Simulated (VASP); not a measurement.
A run of VASP 6.6.1:

File INCAR:

```
SYSTEM = CdS
PREC     = Accurate       ! precision mode
ENCUT    = 500            ! plane-wave cutoff, eV
EDIFF    = 1E-6           ! SCF threshold, eV
ISMEAR   = 0              ! smearing method
SIGMA    = 0.01           ! smearing width, eV
LREAL    = .False.        ! projectors in reciprocal space
LASPH    = .True.         ! aspherical terms in the spheres
NELM     = 120            ! most SCF steps
ALGO     = Normal         ! electronic algorithm
ISIF     = 2              ! what is computed and relaxed
LWAVE    = .False.        ! write WAVECAR
LCHARG   = .True.         ! write CHGCAR
GGA      = RP             ! functional
LELF     = .True.         ! ELF
LVHAR    = .True.       
NBANDS   = 16             ! bands
GGA_COMPAT= .False.
```

Contents of KPOINTS:

```
Automatic mesh
0
Gamma
  2 2 2
  0 0 0
```

File POSCAR:

```
CdS
1.0
    0.0000000000      2.9429534649      2.9429534649
    2.9429534649      0.0000000000      2.9429534649
    2.9429534649      2.9429534649      0.0000000000
Cd S
1 1
Direct
    0.0000000000      0.0000000000      0.0000000000
    0.2500000000      0.2500000000      0.2500000000
```

Potentials or basis: VASP PAW PBE potentials, release 64 (Cd, S).

Run with:

```sh
$ cat potpaw_PBE.64/Cd/POTCAR potpaw_PBE.64/S/POTCAR > POTCAR
$ mpirun -np 1 vasp_std > vasp.out
```

Hardware: 1 thread of Intel Xeon 6975P-C, on a shared host.

Problem. How long does it take, and how much memory?

Solution. Wall time 6.2 s on 1 thread of Intel Xeon 6975P-C, with other jobs on the host, peak memory 0.16 GiB. Counts: scf iterations 14, k points 3.
